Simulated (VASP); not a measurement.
Runs of VASP 6.6.1 on Mg7FeS8 (a cell with a defect). The cell holds a defect, 16 atoms: a = 7.328 Å, b = 7.328 Å, c = 7.328 Å, α = 60.00°, β = 60.00°, γ = 60.00°. 

| level | k mesh | cutoff (eV) | grid for exact exchange (PRECFOCK) | share of exact exchange | gap on the mesh (eV) | pressure (GPa) | largest force (eV/Å) |
| --- | --- | --- | --- | --- | --- | --- | --- |
| PBEsol | 2 × 2 × 2, shifted | 520 | - | - | (b) | -3.7 | 1.05 |
| PBEsol | 2 × 2 × 2, shifted | 400 | - | - | 0.30 | -3.7 | 1.05 |
| PBEsol | 2 × 2 × 2 | 520 | - | - | 0.02 | -3.3 | 1.05 |
| PBE0 | 2 × 2 × 2, shifted | 400 | Fast | 0.25 | 4.05 | (a) | 0.85 |

Alike in all rows: task single point; potentials or basis VASP PAW PBE potentials, release 64 (S, Mg, Fe); no spin polarisation; cell as given; smearing fermi-dirac 0.05 eV.

Question: Estimate the missing entries.

Answer: (a) -2.5; (b) 0.29.

Caveats: some runs use coarse meshes; the PAW data sets were made with another functional, which shifts forces and pressure a little; semilocal functionals underestimate gaps, and a narrow one can read as zero (at least some runs); the smearing spreads over this small gap (at least some runs).

A k mesh can miss the band edges.
